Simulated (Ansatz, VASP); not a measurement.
# BeTe: VASP beside Ansatz

```xyz
2
Lattice="0.0000 2.7700 2.9916 2.7700 0.0000 2.9916 2.7700 2.7700 0.0000" Properties=species:S:1:pos:R:3 pbc="T T T"
Be    0.0000    0.0000    0.0000
Te    4.1550    4.1550    4.4874
```

Change from the starting cell: strain +0.000 along x and y, +0.080 along z, atoms carried along.

Alike in both runs: task single point; functional r2SCAN; k mesh 8 × 8 × 8; occupations gaussian, width 0.05 eV; no spin polarisation.

|  | VASP | Ansatz |
| --- | --- | --- |
| version | VASP 6.6.1 | Ansatz 0.2.0 |
| potentials or method | VASP PAW PBE potentials, release 64 (Be, Te), cutoff 660 eV | scalar-relativistic, plane waves, PAW |
| valence electrons in the cell | 8 | 18 |

```csv
,VASP,Ansatz,Ansatz less VASP
gap on the k mesh at the Fermi level (eV),2.08,2.09,+0.006
least direct gap on the mesh (eV),3.87,3.88,+0.009
pressure (GPa),-0.7,-0.8,-0.15
"traceless stress, the component that is largest in VASP (GPa)",-3.62,-3.63,-0.016
```

VASP's potentials were made for PBE, not for r2SCAN. VASP's potentials hold 8 valence electrons a cell and Ansatz's 18, so a difference there can come from the potentials and not from the codes.

Neither program's run includes spin-orbit coupling.
